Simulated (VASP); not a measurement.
## AlNi3: single point with PBE

AlNi3:

```
CELL_PARAMETERS angstrom
3.52305 0.00000 0.00000
0.00000 3.52305 0.00000
0.00000 0.00000 3.52305
ATOMIC_POSITIONS crystal
Ni 0.50000 0.50000 0.00000
Ni 0.50000 0.00000 0.50000
Ni 0.00000 0.50000 0.50000
Al 0.00000 0.00000 0.00000
```

```yaml
Program: VASP 6.6.1
Task: single point
Functional: PBE
Potentials_or_basis: VASP PAW PBE potentials, release 64 (Ni, Al)
Cutoff: 520 eV
k_mesh: 6 × 6 × 6
Occupations: fermi-dirac, width 0.05 eV
Spin: collinear spin, ferromagnetic start
Starting_moments: "[1.26667, 1.26667, 1.26667, 0.0] μB"
Fixed_moment: 3.8 μB
Dipole_correction: no
Further_INCAR_settings: ALGO = Normal; EDIFF = 1e-06; NBANDS = 28
```

- Pressure: 18.4 GPa
- Net moment: 3.80 μB per cell
- Site moments: Ni +1.12; Al +0.10 μB
- Valence electrons inside the program's atomic spheres: Ni 9.40; Al 0.85

Wall time 22 s on 1 thread of Intel(R) Xeon(R) 6975P-C (Granite Rapids) (shared host), peak memory 0.19 GiB.

Caveat: the total moment is fixed, so each spin has its own Fermi level.
